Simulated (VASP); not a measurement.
CdTe, 2 atoms in the cell. It takes space group I-4m2 (No. 119, tetragonal). The conventional cell has a = 4.465 Å, b = 4.465 Å, c = 6.218 Å, α = 90.00°, β = 90.00°, γ = 90.00°. Within 3.6 Å of Cd (site symmetry -4m2) lie 4 Te at 2.72 Å. Te (site symmetry -4m2) has 4 Cd at 2.72 Å within 3.6 Å.  This cell differs from its parent crystal: strain -0.015 along x and y, -0.030 along z.

| Quantity | Value |
| --- | --- |
| Program | VASP 6.6.1 |
| Task | single point |
| Functional | PBE |
| Potentials or basis | VASP PAW PBE potentials, release 64 (Cd, Te) |
| Cutoff | 520 eV |
| k mesh | 8 × 8 × 8 |
| Occupations | gaussian, width 0.05 eV |
| Spin | no spin polarisation |
| Dipole correction | no |
| Further INCAR settings | ALGO = Normal; EDIFF = 1e-06; NBANDS = 16 |

Potentials or basis: VASP PAW PBE potentials, release 64 (Cd, Te).

Command:

```sh
$ cat potpaw_PBE.64/Cd/POTCAR potpaw_PBE.64/Te/POTCAR > POTCAR
$ mpirun -np 1 vasp_std > vasp.out
```

Hardware: 1 thread of Intel(R) Xeon(R) Platinum 8259CL CPU @ 2.50GHz (Skylake/Cascade Lake) (shared host).

**Question.** How long does it take, and how much memory?

**Answer.** Run time: 55 s on 1 thread of Intel(R) Xeon(R) Platinum 8259CL CPU @ 2.50GHz (Skylake/Cascade Lake) (shared host), peak memory 0.24 GiB. Counts: scf iterations 12, k points 59.
